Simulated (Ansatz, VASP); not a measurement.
**One calculation of HfB, two programs**

```xyz
2
Lattice="2.2189 1.2811 1.5947 -2.2189 1.2811 1.5947 0.0000 -2.5622 1.5947" Properties=species:S:1:pos:R:3 pbc="T T T"
Hf    0.0000    0.0000    2.3920
B     0.0000    0.0000    0.0000
```

Alike in both runs: functional PBE; k mesh 6 × 6 × 6; occupations gaussian, width 0.1 eV; no spin polarisation.

Ansatz relaxed the structure, and its values are those at the end. VASP's run is a single point on that final structure, the one shown.

|  | VASP | Ansatz |
| --- | --- | --- |
| version | VASP 6.6.1 | Ansatz 0.2.0 |
| potentials or method | VASP PAW PBE potentials, release 64 (Hf_pv, B), cutoff 520 eV | scalar-relativistic, plane waves, PAW |
| valence electrons in the cell | 13 | 29 |

Ansatz gave:

| Property | Result |
| --- | --- |
| gap on the k mesh at the Fermi level (eV) | none |
| pressure (GPa) | 0.0 |

Q: Estimate VASP's values.

A: gap on the k mesh at the Fermi level (eV): none; pressure (GPa): -0.5.

A gap of «none» marks a metal or a gap that the smearing closes. VASP's potentials hold 13 valence electrons a cell and Ansatz's 29, so a difference there can come from the potentials and not from the codes.

Spin-orbit coupling is off throughout.
